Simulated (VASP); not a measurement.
Here is a VASP 6.6.1 calculation.

File INCAR:

```
PREC = Accurate
ENCUT = 520
EDIFF = 1E-6
ISMEAR = -1
SIGMA = 0.02
LREAL = F
LASPH = T
NELM = 60
ALGO = Normal
ISIF = 2
LWAVE = F
LCHARG = T
GGA = PE
LELF = T
LVHAR = T
NBANDS = 21
```

File KPOINTS:

```
regular mesh
0
Gamma
  12 12 6
```

File POSCAR:

```
Ru
1.0
    2.6999378568      0.0000000000      0.0000000000
   -1.3499689284      2.3382147726      0.0000000000
    0.0000000000      0.0000000000      4.2710673554
Ru
2
Direct
    0.3333333333      0.6666666667      0.2500000000
    0.6666666667      0.3333333333      0.7500000000
```

Potentials or basis: VASP PAW PBE potentials, release 64 (Ru_pv).

Launch:

```sh
$ cat potpaw_PBE.64/Ru_pv/POTCAR > POTCAR
$ mpirun -np 1 vasp_std > vasp.out
```

What does it give for the band gap on the k mesh?

Zero (bands 14 and 15 overlap by 3.18 eV).

Estimate the pressure.

6.6 GPa.

Stress tensor (GPa, compression positive):
```
6.35 0.00 0.00
0.00 6.35 0.00
0.00 0.00 6.97
```

Caveat: the cell stands under pressure.
